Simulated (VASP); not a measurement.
Bi, 2 atoms in the cell. The cell holds a slab with vacuum, 2 atoms: a = 4.351 Å, b = 4.351 Å, c = 28.000 Å, α = 90.00°, β = 90.00°, γ = 120.00°. 

* Program: VASP 6.6.1
* Task: single point
* Functional: LDA
* Potentials or basis: VASP PAW LDA potentials, release 64 (Bi_d)
* Cutoff: 520 eV
* k mesh: 9 × 9 × 1
* Occupations: gaussian, width 0.02 eV
* Spin: no spin polarisation
* Dipole correction: yes
* Further INCAR settings: ALGO = Normal; EDIFF = 1e-06; NBANDS = 22

Potentials or basis: VASP PAW LDA potentials, release 64 (Bi_d).

Launch:

```console
$ cat potpaw_LDA.64/Bi_d/POTCAR > POTCAR
$ mpirun -np 1 vasp_std > vasp.out
```

Hardware: 1 thread of Intel Xeon 8259CL (shared host).

Question: How long does it take, and how much memory?

Answer: It took 4.1 min on 1 thread of Intel Xeon 8259CL (shared host), peak memory 0.4 GiB. Counts: scf iterations 20, k points 12.
